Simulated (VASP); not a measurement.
SnO:

```
CELL_PARAMETERS angstrom
3.27471 0.00000 0.00000
0.00000 3.27471 0.00000
0.00000 0.00000 3.01059
ATOMIC_POSITIONS crystal
Sn 0.00000 0.00000 0.00000
O 0.50000 0.50000 0.50000
```

This cell differs from its parent crystal: epitaxial xy strain +5.5%.

Base run:

```yaml
Program: VASP 6.6.1
Functional: PBE
Potentials_or_basis: VASP PAW PBE potentials, release 64 (Sn_d, O)
Cutoff: 520 eV
k_mesh: 8 × 8 × 8
Occupations: fermi-dirac, width 0.02 eV
Spin: no spin polarisation
```

Its results: band gap on the k mesh zero (band 10 reaches 7.40 eV, above the bottom of band 11 at 6.69 eV); pressure -4.3 GPa.

**Question.** The run is repeated on the same cell with these changes: functional from PBE to r2SCAN. What comes out?

**Answer.** Band gap on the k mesh zero (band 10 reaches 7.29 eV, above the bottom of band 11 at 6.61 eV); pressure -7.2 GPa.

Caveats: spin-orbit coupling is left out, which moves the levels of the heavy elements; the PAW data sets were made with another functional, which shifts forces and pressure a little (some runs).
